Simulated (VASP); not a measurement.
# BeTe (F-43m) in VASP: further runs

BeTe is run at these levels: PBE; tasks: single point.

All numbers are computed with VASP 6.6.1; they aren't measurements. Logs are shortened: lines on timing, memory, paths and dates and some standing lists are left out, and cuts for length are marked.

**1. The cell of the first run**

Symmetry: F-43m, No. 216, cubic system. The conventional cell has a = 5.665 Å, b = 5.665 Å, c = 5.665 Å, α = 90.00°, β = 90.00°, γ = 90.00°. Be (site symmetry -43m) has 4 Te at 2.45 Å within 3.2 Å. Te (site symmetry -43m) has 4 Be at 2.45 Å within 3.2 Å.

**2. Single point, PBE**

INCAR reads:

```
  PREC = Accurate
  ENCUT = 520
  EDIFF = 1E-6
  ISMEAR = 1
  SIGMA = 0.025
  LREAL = F
  LASPH = T
  NELM = 80
  ALGO = Normal
  ISIF = 2
  LWAVE = F
  LCHARG = F
  GGA = PE
  NBANDS = 11
```

KPOINTS reads:

```
Automatic mesh
0
Gamma
  10 10 10
```

POSCAR reads:

```
BeTe
1.0
    0.0000000000      2.8324841857      2.8324841857
    2.8324841857      0.0000000000      2.8324841857
    2.8324841857      2.8324841857      0.0000000000
Be Te
1 1
Direct
    0.0000000000      0.0000000000      0.0000000000
    0.7500000000      0.7500000000      0.7500000000
```

Potentials or basis: VASP PAW PBE potentials, release 64 (Be, Te).

Command:

```console
$ cat potpaw_PBE.64/Be/POTCAR potpaw_PBE.64/Te/POTCAR > POTCAR
$ mpirun -np 1 vasp_std > vasp.out
```

OUTCAR:

```text
PREC = Accurate
   ENCUT = 520
   EDIFF = 1E-6
   ISMEAR = 1
   LREAL = F
   LASPH = T
   NELM = 80
   ISIF = 2
   GGA = PE

 ion  position               nearest neighbor table
   1  0.000  0.000  0.000-   2 2.45   2 2.45   2 2.45   2 2.45
   2  0.750  0.750  0.750-   1 2.45   1 2.45   1 2.45   1 2.45

  LATTYP: Found a face centered cubic cell.
 ALAT       =     5.6649683714

  Lattice vectors:

 A1 = (   0.0000000000,   2.8324841857,   2.8324841857)
 A2 = (   2.8324841857,   0.0000000000,   2.8324841857)
 A3 = (   2.8324841857,   2.8324841857,   0.0000000000)

Analysis of symmetry for initial positions (statically):
=====================================================================
 Subroutine PRICEL returns:
 Original cell was already a primitive cell.

 Routine SETGRP: Setting up the symmetry group for a
 face centered cubic supercell.

 Subroutine GETGRP returns: Found 24 space group operations
 (whereof 24 operations were pure point group operations)
 out of a pool of 48 trial point group operations.

The static configuration has the point symmetry T_d .

Analysis of symmetry for dynamics (positions and initial velocities):
=====================================================================
 Subroutine PRICEL returns:
 Original cell was already a primitive cell.

 Routine SETGRP: Setting up the symmetry group for a
 face centered cubic supercell.

 Subroutine GETGRP returns: Found 24 space group operations
 (whereof 24 operations were pure point group operations)
 out of a pool of 48 trial point group operations.

The dynamic configuration has the point symmetry T_d .

 Subroutine INISYM returns: Found 24 space group operations
 (whereof 24 operations are pure point group operations),
 and found     1 'primitive' translations

----------------------------------------------------------------------------------------

                                     Primitive cell

  volume of cell :      45.4499

  direct lattice vectors                    reciprocal lattice vectors
     0.000000000  2.832484186  2.832484186    -0.176523492  0.176523492  0.176523492
     2.832484186  0.000000000  2.832484186     0.176523492 -0.176523492  0.176523492
     2.832484186  2.832484186  0.000000000     0.176523492  0.176523492 -0.176523492

  length of vectors
     4.005737551  4.005737551  4.005737551     0.305747657  0.305747657  0.305747657

  position of ions in fractional coordinates (direct lattice)
     0.000000000  0.000000000  0.000000000
     0.750000000  0.750000000  0.750000000

  ion indices of the primitive-cell ions
   primitive index   ion index
                 1           1
                 2           2

----------------------------------------------------------------------------------------

 KPOINTS: Automatic mesh

Automatic generation of k-mesh.
 Grid dimensions read from file:
 generate k-points for:   10   10   10

 Generating k-lattice:

  Cartesian coordinates                     Fractional coordinates (reciprocal lattice)
    -0.017652349  0.017652349  0.017652349     0.100000000  0.000000000  0.000000000
     0.017652349 -0.017652349  0.017652349     0.000000000  0.100000000  0.000000000
     0.017652349  0.017652349 -0.017652349     0.000000000  0.000000000  0.100000000

  Length of vectors
     0.030574766  0.030574766  0.030574766

  Shift w.r.t. Gamma in fractional coordinates (k-lattice)
     0.000000000  0.000000000  0.000000000

 Subroutine IBZKPT returns following result:
 ===========================================

 Found     47 irreducible k-points:

 Following reciprocal coordinates:
            Coordinates               Weight
  0.000000  0.000000  0.000000      1.000000
  0.100000  0.000000  0.000000      8.000000
  0.200000  0.000000  0.000000      8.000000
  0.300000  0.000000  0.000000      8.000000
  0.400000  0.000000  0.000000      8.000000
  0.500000  0.000000  0.000000      4.000000
[... 16 lines left out ...]
  0.300000  0.300000  0.000000      6.000000
  0.400000  0.300000  0.000000     24.000000
 [... further k-points ...]
   k-points           NKPTS =     47   k-points in BZ     NKDIM =     47   number of bands    NBANDS=     11
   number of dos      NEDOS =    301   number of ions     NIONS =      2
   total plane-waves  NPLWV =  27000
   dimension x,y,z NGX =    30 NGY =   30 NGZ =   30
   dimension x,y,z NGXF=    60 NGYF=   60 NGZF=   60
   ions per type =               1   1
   NGX,Y,Z   is equivalent  to a cutoff of  12.45, 12.45, 12.45 a.u.
   NGXF,Y,Z  is equivalent  to a cutoff of  24.90, 24.90, 24.90 a.u.
 SYSTEM =  unknown system
   PREC   = accura    normal or accurate (medium, high low for compatibility)
   ISTART =      0    job   : 0-new  1-cont  2-samecut
   ICHARG =      2    charge: 1-file 2-atom 10-const
   ISPIN  =      1    spin polarized calculation?
   LNONCOLLINEAR =      F non collinear calculations
   LSORBIT =      F    spin-orbit coupling
   LASPH  =      T    aspherical Exc in radial PAW
   ENCUT  =  520.0 eV  38.22 Ry    6.18 a.u.   7.45  7.45  7.45*2*pi/ulx,y,z
   NELM   =     80;   NELMIN=  2; NELMDL= -5     # of ELM steps
   EDIFF  = 0.1E-05   stopping-criterion for ELM
   LREAL  =      F    real-space projection
   EDIFFG = 0.1E-04   stopping-criterion for IOM
   NSW    =      0    number of steps for IOM
   IBRION =     -1    ionic relax: 0-MD 1-quasi-New 2-CG
   NFREE  =      0    steps in history (QN), initial steepest desc. (CG)
   ISIF   =      2    stress and relaxation
   ISYM   =      2    0-nonsym 1-usesym 2-fastsym
   POTIM  = 0.5000    time-step for ionic-motion
   TEBEG  =    0.0;   TEEND  =   0.0 temperature during run
   PSTRESS=    0.0 pullay stress
   NELECT =       8.0000    total number of electrons
   NUPDOWN=      -1.0000    fix difference up-down
   EMIN   =  10.00;   EMAX   =-10.00  energy-range for DOS
   EFERMI =   0.00;   METHOD = LEGACY
   ISMEAR =     1;   SIGMA  =   0.03  broadening in eV -4-tet -1-fermi 0-gaus
   EFERMI_NEDOS =   21; number of points for ismear=-14 and -15
   IALGO  =     38    algorithm
   IMIX   =      4    mixing-type and parameters
     AMIX     =   0.40;   BMIX     =  1.00
     AMIX_MAG =   1.60;   BMIX_MAG =  1.00
  volume/ion in A,a.u.               =      22.72       153.36
  Fermi-wavevector in a.u.,A,eV,Ry     =   0.917474  1.733775 11.452833  0.841759
  Thomas-Fermi vector in A             =   2.042447
   LORBIT       =      0    0 simple, 1 ext, 2 COOP (PROOUT), +10 PAW based schemes
   GGA     = PE    functional components
   LHFCALC =     F    Hartree Fock is set to
   AEXX    =    0.0000 exact exchange contribution
   IVDW    =     0    specifies the selected vdW correction
   LEPSILON=     F    determine dielectric tensor
   LRPA    =     F    only Hartree local field effects (RPA)
 non-spin polarized calculation
 Methfessel and Paxton  Order N= 1 SIGMA  =   0.03
  energy-cutoff  :      520.00
  volume of cell :       45.45
 maximum number of plane-waves:      1243
 NGX is ok and might be reduce to    30
   NGX = 15   NGY = 15   NGZ = 15

 number of electron       8.0000001 magnetization

 Free energy of the ion-electron system (eV)
  ---------------------------------------------------
  ext. energy  EPLUGINS =         0.00000000
  ---------------------------------------------------
  free energy    TOTEN  =        -7.62504143 eV

  energy without entropy =       -7.62504577  energy(sigma->0) =       -7.62504287

 E-fermi :   4.9226     XC(G=0):  -8.9868

 val. band max:        4.9015415680   @ k =   0.0000   0.0000   0.0000
 cond. band min:       6.9177283792   @ k =   0.5000   0.5000   0.0000
 fundamental gap:      2.0161868112
 Fermi energy:         4.9225886104

 k-point     1 :       0.0000    0.0000    0.0000
  band No.  band energies     occupation
      1      -7.2813      2.00000
      2       4.9015      2.00000
      3       4.9015      2.00000
      4       4.9015      2.00000
      5       8.5257      0.00000
      6       8.5257      0.00000
      7       8.5257      0.00000
      8       8.5957      0.00000
      9      13.1920      0.00000
     10      15.1098      0.00000
     11      15.1098      0.00000

 k-point     2 :       0.1000    0.0000    0.0000
  band No.  band energies     occupation
      1      -7.1886      2.00000
      2       3.9911      2.00000
      3       4.7484      2.00000
      4       4.7484      2.00000
      5       8.4484      0.00000
      6       8.7521      0.00000
      7       8.7521      0.00000
      8       9.5220      0.00000
      9      13.4843      0.00000
     10      14.3885      0.00000
     11      14.3885      0.00000

 k-point     3 :       0.2000    0.0000    0.0000
  band No.  band energies     occupation
      1      -6.9242      2.00000
      2       2.4100      2.00000
      3       4.4174      2.00000
      4       4.4174      2.00000
      5       8.2698      0.00000
      6       9.2045      0.00000
      7       9.2045      0.00000
      8      11.1100      0.00000
      9      13.8868      0.00000
     10      13.8868      0.00000
     11      13.9078      0.00000

 k-point     4 :       0.3000    0.0000    0.0000
  band No.  band energies     occupation
      1      -6.5392      2.00000
      2       0.9436      2.00000
      3       4.0937      2.00000
      4       4.0937      2.00000
      5       8.0921      0.00000
      6       9.4871      0.00000
      7       9.4871      0.00000
      8      12.4132      0.00000
      9      14.0010      0.00000
     10      14.1908      0.00000
     11      14.1908      0.00000
[... 239 lines left out ...]
 k-point    22 :      -0.2000    0.2000    0.0000
  band No.  band energies     occupation
      1      -6.4071      2.00000
      2       1.2293      2.00000
      3       2.5053      2.00000
      4       4.1523      2.00000
      5       8.9073      0.00000
      6       9.7100      0.00000
      7      10.2584      0.00000
      8      11.1557      0.00000
      9      12.9927      0.00000
     10      15.1500      0.00000
     11      16.0118      0.00000

 k-point    23 :       0.3000    0.3000    0.0000
  band No.  band energies     occupation
      1      -6.2830      2.00000
      2       1.3756      2.00000
      3       2.9373      2.00000
      4       2.9373      2.00000
      5       7.3172      0.00000
      6       8.7396      0.00000
      7      12.0967      0.00000
      8      12.0967      0.00000
      9      14.2356      0.00000
     10      16.3440      0.00000
     11      16.4988      0.00000

 k-point    24 :       0.4000    0.3000    0.0000
  band No.  band energies     occupation
      1      -5.9751      2.00000
      2       0.7097      2.00000
      3       2.4673      2.00000
      4       2.7316      2.00000
      5       7.4247      0.00000
      6       8.6000      0.00000
      7      12.3749      0.00000
      8      12.5755      0.00000
      9      15.4525      0.00000
     10      16.6901      0.00000
     11      17.0839      0.00000

 [... further k-points ...]

------------------------ aborting loop because EDIFF is reached ----------------------------------------

  FORCE on cell =-STRESS in cart. coord.  units (eV):
  Direction    XX          YY          ZZ          XY          YZ          ZX
  --------------------------------------------------------------------------------------
  -------------------------------------------------------------------------------------
  Total        0.0279700      0.0279700      0.0279700      0.0000000      0.0000000     -0.0000000
  in kB        0.9859850      0.9859850      0.9859850      0.0000000      0.0000000     -0.0000000
  external PRESSURE =       0.9859850 kB  Pullay stress =       0.0000000 kB

 VOLUME and BASIS-vectors are now :
 -----------------------------------------------------------------------------
  energy-cutoff  :      520.00
  volume of cell :       45.45
      direct lattice vectors                 reciprocal lattice vectors
     0.000000000  2.832484186  2.832484186    -0.176523492  0.176523492  0.176523492
     2.832484186  0.000000000  2.832484186     0.176523492 -0.176523492  0.176523492
     2.832484186  2.832484186  0.000000000     0.176523492  0.176523492 -0.176523492

 POSITION                                       TOTAL-FORCE (eV/Angst)
 -----------------------------------------------------------------------------------
      0.00000      0.00000      0.00000         0.000000      0.000000      0.000000
      4.24873      4.24873      4.24873        -0.000000     -0.000000     -0.000000
 -----------------------------------------------------------------------------------
    total drift:                               -0.000000     -0.000000     -0.000000

  FREE ENERGIE OF THE ION-ELECTRON SYSTEM (eV)
  ---------------------------------------------------
  free  energy   TOTEN  =        -7.6250414250 eV

  energy  without entropy=       -7.6250457735  energy(sigma->0) =       -7.62504287
```

Wall time 45 s (1 thread of AMD EPYC 7R13, shared host); peak memory 0.15 GiB.

Results:

* Free energy: -7.6250 eV
* Pressure: 0.1 GPa
* Band gap on the k mesh: 2.02 eV, indirect (least direct gap 3.62 eV)

Caveat: spin-orbit coupling is left out, which moves the levels of the heavy elements. A hybrid or GW would open this gap; PBE tends to underestimate it.

[end of part 1 of 2]
